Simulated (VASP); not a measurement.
BN: single point with PBE

BN:

```
CELL_PARAMETERS angstrom
0.00000 3.53950 2.19995
1.27135 0.00000 2.19995
1.27135 3.53950 0.00000
ATOMIC_POSITIONS crystal
B 0.00008 0.00008 0.99992
N 0.66662 0.66662 0.33338
```

This cell differs from its parent crystal: volume changed by +5%.

| Quantity | Value |
| --- | --- |
| Program | VASP 6.6.1 |
| Task | single point |
| Functional | PBE |
| Potentials or basis | VASP PAW PBE potentials, release 64 (B, N) |
| Cutoff | 600 eV |
| k mesh | 6 × 6 × 6 |
| Occupations | gaussian, width 0.01 eV |
| Spin | no spin polarisation |
| Dipole correction | no |
| Further INCAR settings | ALGO = Normal; EDIFF = 1e-06; NBANDS = 11 |

```yaml
Pressure: -7.0 GPa
Band_gap_on_the_k_mesh: 3.80 eV, indirect (least direct gap 4.44 eV)
```

Stress tensor (GPa, compression positive):
```
-11.22   0.00   0.00
  0.00   1.22   0.00
  0.00   0.00 -11.14
```

Levels at points of the mesh, in eV from the valence-band top:
| k point | band 1 | band 2 | band 3 | band 4 | band 5 | band 6 | band 7 | band 8 |
| --- | --- | --- | --- | --- | --- | --- | --- | --- |
| (0.00, 0.00, 0.00) | -17.58 | -4.28 | -1.47 | -1.47 | 4.81 | 11.13 | 11.19 | 12.42 |
| (0.50, 0.00, 0.00) | -14.54 | -8.80 | -4.14 | -0.96 | 4.54 | 9.34 | 13.04 | 15.28 |
| (0.50, 0.50, 0.00) | -14.58 | -8.89 | -4.14 | -0.50 | 5.62 | 8.98 | 12.01 | 13.45 |
| (0.50, 0.00, 0.50) | -17.40 | -5.84 | -1.49 | -1.46 | 9.33 | 11.05 | 11.09 | 11.20 |
| (0.00, 0.50, 0.50) | -14.49 | -8.71 | -4.18 | -1.38 | 3.80 | 9.40 | 14.17 | 17.82 |

Run time: 14 s on 1 thread of Intel(R) Xeon(R) Platinum 8259CL CPU @ 2.50GHz (Skylake/Cascade Lake), with other jobs on the host, peak memory 0.15 GiB.

Caveat: the k points lie up to 0.50 Å⁻¹ apart. A k mesh can miss the band edges.
